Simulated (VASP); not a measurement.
Input of a VASP 6.6.1 run:

Contents of INCAR:

```
PREC = Accurate
ENCUT = 520
EDIFF = 1E-8
ISMEAR = -1
SIGMA = 0.05
LREAL = False
LASPH = True
NELM = 80
ALGO = Normal
ISIF = 2
LWAVE = False
LCHARG = False
GGA = PS
LEFG = True
NBANDS = 12
```

Contents of KPOINTS:

```
regular mesh
0
Gamma
  14 14 14
```

POSCAR

```
Ti
1.0
   -1.6355116647      1.6355116647      1.6355116647
    1.6355116647     -1.6355116647      1.6355116647
    1.6355116647      1.6355116647     -1.6355116647
Ti
1
Direct
    0.0000000000      0.0000000000      0.0000000000
```

Potentials or basis: VASP PAW PBE potentials, release 64 (Ti_sv).

Run with:

```console
$ cat potpaw_PBE.64/Ti_sv/POTCAR > POTCAR
$ mpirun -np 1 vasp_std > vasp.out
```

**Question.** Predict the band gap on the k mesh.

**Answer.** Zero (band 6 reaches 8.86 eV, above the bottom of band 7 at 7.22 eV).

**Question.** Predict the pressure.

**Answer.** -5.9 GPa.

Caveat: without QUAD_EFG the Cq values of the log hold for a quadrupole moment of 1 mb, not for the nuclei; the PAW data sets were made with another functional, which shifts forces and pressure a little.
